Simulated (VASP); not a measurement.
Set up this calculation in VASP 6.6.1, as the native input.

```
Task                   : single point
Functional             : PBE
Potentials or basis    : VASP PAW PBE potentials, release 64 (Mg, Se)
Cutoff                 : 520 eV
k mesh                 : 12 × 12 × 12
Occupations            : gaussian, width 0.1 eV
Spin                   : no spin polarisation
Dipole correction      : no
Further INCAR settings : ALGO = Normal; EDIFF = 1e-07; NBANDS = 17
```

The structure of Mg5Se lies in POSCAR:

```
Mg5Se
1.0
    3.0963051975      1.7876526393      4.1474315756
   -3.0963051975      1.7876526393      4.1474315756
    0.0000000000     -3.5753052786      4.1474315756
Mg Se
5 1
Direct
    0.1196714301      0.1196714301      0.1196714301
    0.8803285699      0.8803285699      0.8803285699
    0.5000000000      0.5000000000      0.0000000000
    0.0000000000      0.5000000000      0.5000000000
    0.5000000000      0.0000000000      0.5000000000
    0.5000000000      0.5000000000      0.5000000000
```

The cell was built from a structure type or drawn by symmetry, and may not be a known phase.

These files were run (other wordings do the same):

INCAR

```
SYSTEM = Mg5Se
ALGO = Normal
EDIFF = 1E-7
ENCUT = 520
GGA = PE
ISIF = 2
ISMEAR = 0
LASPH = .True.
LCHARG = .False.
LREAL = .False.
LWAVE = .False.
NBANDS = 17
NELM = 60
PREC = Accurate
SIGMA = 0.1
```

KPOINTS

```
k-points
0
Gamma
  12 12 12
  0 0 0
```

Potentials or basis: VASP PAW PBE potentials, release 64 (Mg, Se).

Run with:

```sh
$ cat potpaw_PBE.64/Mg/POTCAR potpaw_PBE.64/Se/POTCAR > POTCAR
$ mpirun -np 1 vasp_std > vasp.out
```

It gave:

```yaml
Pressure: -0.1 GPa
Largest_force: 0.006 eV/Å
Band_gap_on_the_k_mesh: zero (bands 8 and 9 overlap by 1.05 eV)
```

Run time: 12 min on 1 thread of Intel Xeon 8259CL (shared host), peak memory 0.57 GiB.
